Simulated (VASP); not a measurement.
The system is InP.

```xyz
2
Lattice="0.0000 2.9520 2.9520 2.9520 0.0000 2.9520 2.9520 2.9520 0.0000" Properties=species:S:1:pos:R:3 pbc="T T T"
In    0.0000    0.0000    0.0000
P     1.4760    1.4760    1.4760
```

Program: VASP 6.6.1. Alike in all runs: task single point; potentials or basis VASP PAW PBE potentials, release 64 (In_d, P); no spin polarisation; cell as given. Hardware: 1 thread of Intel Xeon 8259CL (shared host).

Q: Order these runs on this cell by their wall time, lowest first.
A. level PBE; k mesh 4 × 4 × 4; cutoff (eV) 500; smearing gaussian 0.01 eV
B. level r2SCAN; k mesh 2 × 2 × 2, shifted; cutoff (eV) 520; smearing fermi-dirac 0.25852 eV
C. level PBE+D3(BJ); k mesh 2 × 2 × 2; cutoff (eV) 520; smearing gaussian 0.1 eV

A: C (6.7 s), A (14 s), B (460 s).

Caveats: all runs use coarse meshes.
